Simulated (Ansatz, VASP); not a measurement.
## Two plane-wave programs on Mg

File INCAR:

```
SYSTEM = Mg
PREC = Accurate ; ENCUT = 520
EDIFF = 1E-6 ; ISMEAR = 0
SIGMA = 0.15 ; LREAL = .False.
LASPH = .True. ; NELM = 80
ALGO = Normal ; ISIF = 2
LWAVE = .False. ; LCHARG = .True.
GGA = PE ; LELF = .True.
LVHAR = .True. ; NBANDS = 7
```

Contents of KPOINTS:

```
Automatic mesh
0
Gamma
  18 18 16
  0 0 0
```

Contents of POSCAR:

```
Mg
1.0
    2.8062758165      0.0000000000      0.0000000000
   -1.4031379083      2.4303061471      0.0000000000
    0.0000000000      0.0000000000      3.1666310728
Mg
1
Direct
    0.0000000000      0.0000000000      0.0000000000
```

Input for Ansatz:

```yaml
crystal:
  lattice:
    - [2.8062758165, 0.0, 0.0]
    - [-1.4031379083, 2.4303061471, 0.0]
    - [0.0, 0.0, 3.1666310728]
  atoms:
    - { symbol: Mg, position: [0.0, 0.0, 0.0] }
basis:
  ecutwfc: 420
kpoints:
  mp_grid: { grid: [18, 18, 16] }
hamiltonian:
  xc: pbe
scf:
  occupations: { method: gaussian, width: 0.15 }
output:
  forces: true
  stress: true
  eigenvalues: true
```

Change from the starting cell: strain -0.080 along x and y, +0.040 along z, atoms carried along.

Alike in both runs: task single point; functional PBE; k mesh 18 × 18 × 16; occupations gaussian, width 0.15 eV; no spin polarisation.

|  | VASP | Ansatz |
| --- | --- | --- |
| version | VASP 6.6.1 | Ansatz 0.2.0 |
| potentials or method | VASP PAW PBE potentials, release 64 (Mg), cutoff 520 eV | scalar-relativistic, plane waves, PAW |
| valence electrons in the cell | 2 | 10 |

```tsv
	VASP	Ansatz	Ansatz less VASP
gap on the k mesh at the Fermi level (eV)	none	none	-
pressure (GPa)	9.2	9.2	+0.02
traceless stress, the component that is largest in VASP (GPa)	-10.39	-10.34	+0.048
```

A gap of «none» marks a metal or a gap that the smearing closes. VASP's potentials hold 2 valence electrons a cell and Ansatz's 10, so a difference there can come from the potentials and not from the codes.
